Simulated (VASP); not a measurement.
# HfC (CsCl type) (Pm-3m) in VASP: a series of runs, part 2 of 2

VASP 6.6.1. Earlier steps stand in the parts before.

### 3 Single point, PBE (volume scaled by 0.55)

The input, INCAR:

```
SYSTEM = HfC
PREC     = Accurate       ! precision mode
ENCUT    = 520            ! plane-wave cutoff, eV
EDIFF    = 1E-7           ! SCF threshold, eV
ISMEAR   = -1             ! smearing method
SIGMA    = 0.08           ! smearing width, eV
LREAL    = .False.        ! projectors in reciprocal space
LASPH    = .True.         ! aspherical terms in the spheres
NELM     = 80             ! most SCF steps
ALGO     = Normal         ! electronic algorithm
ISIF     = 2              ! what is computed and relaxed
LWAVE    = .False.        ! write WAVECAR
LCHARG   = .True.         ! write CHGCAR
GGA      = PE             ! functional
LELF     = .True.         ! ELF
LVHAR    = .True.       
NBANDS   = 14             ! bands
```

The input, KPOINTS:

```
Automatic mesh
0
Gamma
  14 14 14
  0 0 0
```

The input, POSCAR:

```
HfC
1.0
    2.3772236952      0.0000000000      0.0000000000
    0.0000000000      2.3772236952      0.0000000000
    0.0000000000      0.0000000000      2.3772236952
Hf C
1 1
Direct
    0.0000000000      0.0000000000      0.0000000000
    0.5000000000      0.5000000000      0.5000000000
```

Potentials or basis: VASP PAW PBE potentials, release 64 (Hf_pv, C).

Command:

```bash
> cat potpaw_PBE.64/Hf_pv/POTCAR potpaw_PBE.64/C/POTCAR > POTCAR
> mpirun -np 1 vasp_std > vasp.out
```

OUTCAR:

```text
SYSTEM = HfC
   PREC = Accurate
   ENCUT = 520
   EDIFF = 1E-7
   ISMEAR = -1
   LREAL = .False.
   LASPH = .True.
   NELM = 80
   ISIF = 2
   GGA = PE

 ion  position               nearest neighbor table
   1  0.000  0.000  0.000-   2 2.06   2 2.06   2 2.06   2 2.06   2 2.06   2 2.06   2 2.06   2 2.06

   2  0.500  0.500  0.500-   1 2.06   1 2.06   1 2.06   1 2.06   1 2.06   1 2.06   1 2.06   1 2.06

  LATTYP: Found a simple cubic cell.
 ALAT       =     2.3772236952

  Lattice vectors:

 A1 = (   2.3772236952,   0.0000000000,   0.0000000000)
 A2 = (   0.0000000000,   2.3772236952,   0.0000000000)
 A3 = (   0.0000000000,   0.0000000000,   2.3772236952)

Analysis of symmetry for initial positions (statically):
=====================================================================
 Subroutine PRICEL returns:
 Original cell was already a primitive cell.

 Routine SETGRP: Setting up the symmetry group for a
 simple cubic supercell.

 Subroutine GETGRP returns: Found 48 space group operations
 (whereof 48 operations were pure point group operations)
 out of a pool of 48 trial point group operations.

The static configuration has the point symmetry O_h .

Analysis of symmetry for dynamics (positions and initial velocities):
=====================================================================
 Subroutine PRICEL returns:
 Original cell was already a primitive cell.

 Routine SETGRP: Setting up the symmetry group for a
 simple cubic supercell.

 Subroutine GETGRP returns: Found 48 space group operations
 (whereof 48 operations were pure point group operations)
 out of a pool of 48 trial point group operations.

The dynamic configuration has the point symmetry O_h .

 Subroutine INISYM returns: Found 48 space group operations
 (whereof 48 operations are pure point group operations),
 and found     1 'primitive' translations

[... 119 lines left out ...]
   GGA     = PE    functional components
   LHFCALC =     F    Hartree Fock is set to
   AEXX    =    0.0000 exact exchange contribution
   IVDW    =     0    specifies the selected vdW correction
   LEPSILON=     F    determine dielectric tensor
   LRPA    =     F    only Hartree local field effects (RPA)
 non-spin polarized calculation
  energy-cutoff  :      520.00
  volume of cell :       13.43
 maximum number of plane-waves:       375
 NGX is ok and might be reduce to    18
   NGX =  9   NGY =  9   NGZ =  9

 number of electron      13.9999996 magnetization

 Free energy of the ion-electron system (eV)
  ---------------------------------------------------
  ext. energy  EPLUGINS =         0.00000000
  ---------------------------------------------------
  free energy    TOTEN  =       -10.19390994 eV

  energy without entropy =      -10.16813359  energy(sigma->0) =      -10.18102176

 E-fermi :  12.7744     XC(G=0): -15.8233

 val. band max:       12.7631304228   @ k =   0.4286   0.1429   0.1429
 cond. band min:      12.7940555109   @ k =   0.4286   0.3571   0.0714
 fundamental gap:      0.0309250882
 Fermi energy:        12.7744392936

 k-point     1 :       0.0000    0.0000    0.0000
  band No.  band energies     occupation
      1     -15.2837      2.00000
      2     -15.2837      2.00000
      3     -15.2837      2.00000
      4      -3.2092      2.00000
      5       7.9062      2.00000
      6       7.9062      2.00000
      7      15.2324      0.00000
      8      15.2324      0.00000
      9      15.2324      0.00000
     10      23.6749      0.00000
     11      23.6749      0.00000
     12      23.6749      0.00000
     13      27.9911      0.00000
     14      32.3944      0.00000
[... 377 lines left out ...]
      1     -19.5293      2.00000
      2     -17.0240      2.00000
      3     -14.4984      2.00000
      4       1.5468      2.00000
      5       5.9121      2.00000
      6      10.6519      2.00000
      7      11.6525      2.00000
      8      12.8627      0.49836
      9      20.1479      0.00000
     10      21.5388      0.00000
     11      24.7624      0.00000
     12      25.5943      0.00000
     13      27.9926      0.00000
     14      30.3331      0.00000

 [... further k-points ...]

------------------------ aborting loop because EDIFF is reached ----------------------------------------

  FORCE on cell =-STRESS in cart. coord.  units (eV):
  Direction    XX          YY          ZZ          XY          YZ          ZX
  --------------------------------------------------------------------------------------
  -------------------------------------------------------------------------------------
  Total       33.3048317     33.3048317     33.3048317      0.0000000      0.0000000     -0.0000000
  in kB     3971.9856873   3971.9856873   3971.9856873      0.0000000      0.0000000     -0.0000000
  external PRESSURE =    3971.9856873 kB  Pullay stress =       0.0000000 kB

 VOLUME and BASIS-vectors are now :
 -----------------------------------------------------------------------------
  energy-cutoff  :      520.00
  volume of cell :       13.43
      direct lattice vectors                 reciprocal lattice vectors
     2.377223695  0.000000000  0.000000000     0.420658772  0.000000000  0.000000000
     0.000000000  2.377223695  0.000000000     0.000000000  0.420658772  0.000000000
     0.000000000  0.000000000  2.377223695     0.000000000  0.000000000  0.420658772

 POSITION                                       TOTAL-FORCE (eV/Angst)
 -----------------------------------------------------------------------------------
      0.00000      0.00000      0.00000         0.000000      0.000000      0.000000
      1.18861      1.18861      1.18861         0.000000      0.000000      0.000000
 -----------------------------------------------------------------------------------
    total drift:                                0.000000     -0.000000      0.000000

  FREE ENERGIE OF THE ION-ELECTRON SYSTEM (eV)
  ---------------------------------------------------
  free  energy   TOTEN  =       -10.1939099397 eV

  energy  without entropy=      -10.1681335898  energy(sigma->0) =      -10.18102176
```

OSZICAR:

```text
N       E                     dE             d eps       ncg     rms          rms(c)
DAV:   1     0.358308793950E+02    0.35831E+02   -0.76156E+03  3406   0.103E+03
DAV:   2    -0.126547902761E+02   -0.48486E+02   -0.45830E+02  4216   0.223E+02
DAV:   3    -0.136175918214E+02   -0.96280E+00   -0.95986E+00  3782   0.233E+01
DAV:   4    -0.136187142755E+02   -0.11225E-02   -0.11223E-02  4146   0.980E-01
DAV:   5    -0.136187159040E+02   -0.16285E-05   -0.16297E-05  3752   0.313E-02    0.122E+02
DAV:   6    -0.102648286846E+02    0.33539E+01   -0.93569E+00  3612   0.212E+01    0.800E+01
DAV:   7    -0.102134348003E+02    0.51394E-01   -0.36051E-01  3534   0.496E+00    0.242E+01
DAV:   8    -0.101940011525E+02    0.19434E-01   -0.34212E-02  3958   0.143E+00    0.118E+00
DAV:   9    -0.101939154291E+02    0.85723E-04   -0.97653E-04  3588   0.281E-01    0.390E-01
DAV:  10    -0.101939127209E+02    0.27082E-05   -0.39480E-05  3990   0.491E-02    0.874E-02
DAV:  11    -0.101939102426E+02    0.24783E-05   -0.83451E-06  3642   0.234E-02    0.723E-02
DAV:  12    -0.101939099913E+02    0.25135E-06   -0.25389E-06  3564   0.128E-02    0.556E-03
DAV:  13    -0.101939099397E+02    0.51588E-07   -0.63907E-08  2040   0.234E-03
   1 F= -.10193910E+02 E0= -.10181022E+02  d E =-.257763E-01
```

stdout:

```text
POSCAR found type information on POSCAR HfC
 POSCAR found :  2 types and       2 ions
 scaLAPACK will be used
 LDA part: xc-table for (Slater+PW92), standard interpolation
 POSCAR, INCAR and KPOINTS ok, starting setup
 FFT: planning ... GRIDC
 FFT: planning ... GRID_SOFT
 FFT: planning ... GRID
 WAVECAR not read
 entering main loop
```

It took 8 s on 1 thread of Intel Xeon 6975P-C (Granite Rapids), shared host; peak memory 0.14 GiB.

Results:

```
Free energy            : -10.1939 eV
Pressure               : 397.2 GPa
Band gap on the k mesh : zero (band 7 reaches 15.23 eV, above the bottom of band 8 at 10.20 eV)
```

Levels at points of the mesh, in eV from the Fermi level:
| k point | band 3 | band 4 | band 5 | band 6 | band 7 | band 8 | band 9 | band 10 | band 11 | band 12 |
| --- | --- | --- | --- | --- | --- | --- | --- | --- | --- | --- |
| (0.00, 0.00, 0.00) | -28.06 | -15.98 | -4.87 | -4.87 | 2.46 | 2.46 | 2.46 | 10.90 | 10.90 | 10.90 |
| (0.50, 0.00, 0.00) | -27.35 | -9.42 | -8.29 | -2.78 | -2.78 | -2.41 | 11.15 | 12.45 | 12.47 | 15.05 |
| (0.50, 0.50, 0.00) | -26.80 | -14.54 | -2.02 | -2.02 | -1.22 | 2.49 | 4.28 | 4.28 | 10.90 | 15.22 |
| (0.50, 0.50, 0.50) | -31.22 | -10.73 | -10.73 | -10.73 | -7.31 | 15.20 | 17.72 | 17.72 | 17.72 | 17.94 |

Caveat: spin-orbit coupling is left out, which moves the levels of the heavy elements.

### 4 Single point, PBE (volume scaled by 0.64)

The input, INCAR:

```
SYSTEM = HfC
ALGO = Normal ; EDIFF = 1E-7
ENCUT = 520 ; GGA = PE
ISIF = 2 ; ISMEAR = -1
LASPH = .TRUE. ; LCHARG = .TRUE.
LELF = .TRUE. ; LREAL = .FALSE.
LVHAR = .TRUE. ; LWAVE = .FALSE.
NBANDS = 14 ; NELM = 80
PREC = Accurate ; SIGMA = 0.08
```

The input, KPOINTS:

```
k-points
0
G
  14 14 14
  0 0 0
```

The input, POSCAR:

```
HfC
1.0
    2.5003980142      0.0000000000      0.0000000000
    0.0000000000      2.5003980142      0.0000000000
    0.0000000000      0.0000000000      2.5003980142
Hf C
1 1
Direct
    0.0000000000      0.0000000000      0.0000000000
    0.5000000000      0.5000000000      0.5000000000
```

Command:

```bash
> cat potpaw_PBE.64/Hf_pv/POTCAR potpaw_PBE.64/C/POTCAR > POTCAR
> mpirun -np 1 vasp_std > vasp.out
```

Wall time 9.2 s (1 thread of Intel Xeon 6975P-C (Granite Rapids), shared host); peak memory 0.14 GiB.

It converged, with:

```
Free energy            : -14.2951 eV
Pressure               : 218.3 GPa
Band gap on the k mesh : zero (band 7 reaches 12.91 eV, above the bottom of band 8 at 9.03 eV)
```

Levels at points of the mesh, in eV from the Fermi level:
```
           k point  band 4  band 5  band 6  band 7  band 8  band 9  band 10  band 11
(0.00, 0.00, 0.00)  -15.30   -3.86   -3.86    1.95    1.95    1.95     9.52     9.52
(0.50, 0.00, 0.00)   -9.00   -8.75   -2.18   -2.18   -1.80   10.74    10.80    10.96
(0.50, 0.50, 0.00)  -13.07   -2.38   -2.38   -1.23    2.40    4.05     4.05     9.03
(0.50, 0.50, 0.50)   -9.06   -9.06   -9.06   -7.29   14.85   15.18    15.25    15.25
```

Caveat: spin-orbit coupling is left out, which moves the levels of the heavy elements.

### 5 Summary

| task | cell | cutoff (eV) | gap on the mesh (eV) | pressure (GPa) |
| --- | --- | --- | --- | --- |
| relaxation of cell and atoms | relaxed from a = 2.972 Å, 2 atoms | 600 | none | 0.0 |
| single point | a = 2.377 Å, 2 atoms | 520 | none | 397.2 |
| single point | a = 2.500 Å, 2 atoms | 520 | none | 218.3 |

Alike in all rows: level PBE; potentials or basis VASP PAW PBE potentials, release 64 (Hf_pv, C); no spin polarisation; k mesh 14 × 14 × 14; smearing fermi-dirac 0.08 eV.

Caveats: spin-orbit coupling is left out, which moves the levels of the heavy elements.

Total energies depend on the potentials used, so only differences within one code and one set of settings carry meaning.
